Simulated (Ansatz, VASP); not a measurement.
## Mg: VASP beside Ansatz

```
Mg
1.0
     2.35008    0.00000    0.00000
    -1.17504    2.03523    0.00000
     0.00000    0.00000    7.69015
Mg
4
Direct
  0.00000 0.00000 0.00000
  0.00000 0.00000 0.50000
  0.33333 0.66667 0.25000
  0.66667 0.33333 0.75000
```

Change from the starting cell: volume scaled by 0.4, norm-conserving files.

Alike in both runs: task single point; functional PBE; k mesh 11 × 11 × 3; occupations fermi-dirac, width 0.08 eV; no spin polarisation.

```csv
,VASP,Ansatz
version,VASP 6.6.1,Ansatz 0.2.0
potentials or method,"VASP PAW PBE potentials, release 64 (Mg)","norm-conserving pseudopotentials, scalar-relativistic"
plane-wave cutoff (eV),520,1143
valence electrons in the cell,8,40
```

Ansatz gave:

```
pressure (GPa)                                                : 190.7
traceless stress, the component that is largest in VASP (GPa) : -0.05
```

Q: Which values does VASP return?

A: Pressure (GPa): 195.3; traceless stress, the component that is largest in VASP (GPa): 0.06.

Both programs put the cell under a high pressure, so it lies far from rest at this level. VASP's potentials hold 8 valence electrons a cell and Ansatz's 40, so a difference there can come from the potentials and not from the codes.

Noted on VASP's run: the cell as given lies far from equilibrium.
